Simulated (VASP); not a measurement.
Set up this calculation in VASP 6.6.1, as the native input.

* Task: single point
* Functional: PBEsol
* Potentials or basis: VASP PAW PBE potentials, release 64 (Zr_sv)
* Cutoff: 520 eV
* k mesh: 14 × 14 × 14
* Occupations: fermi-dirac, width 0.1 eV
* Spin: no spin polarisation
* Dipole correction: no
* Further INCAR settings: ALGO = Normal; EDIFF = 1e-06; NBANDS = 12

The structure of Zr lies in POSCAR:

```
Zr
1.0
   -1.6895003523      1.6895003523      1.6895003523
    1.6895003523     -1.6895003523      1.6895003523
    1.6895003523      1.6895003523     -1.6895003523
Zr
1
Direct
    0.0000000000      0.0000000000      0.0000000000
```

This cell differs from its parent crystal: volume scaled by 0.88.

These files were run (other wordings do the same):

INCAR

```
PREC = Accurate
ENCUT = 520
EDIFF = 1E-6
ISMEAR = -1
SIGMA = 0.1
LREAL = False
LASPH = True
NELM = 60
ALGO = Normal
ISIF = 2
LWAVE = False
LCHARG = False
GGA = PS
NBANDS = 12
```

KPOINTS

```
regular mesh
0
Gamma
  14 14 14
```

Potentials or basis: VASP PAW PBE potentials, release 64 (Zr_sv).

The run is started by

```bash
$ cat potpaw_PBE.64/Zr_sv/POTCAR > POTCAR
$ mpirun -np 1 vasp_std > vasp.out
```

Results of the run:

```yaml
Pressure: 14.4 GPa
Band_gap_on_the_k_mesh: zero (band 6 reaches 11.99 eV, above the bottom of band 7 at 10.06 eV)
```

Caveat: the PAW data sets were made with another functional, which shifts forces and pressure a little.

Run time: 6.8 s on 1 thread of Intel(R) Xeon(R) 6975P-C (Granite Rapids), with other jobs on the host, peak memory 0.15 GiB.
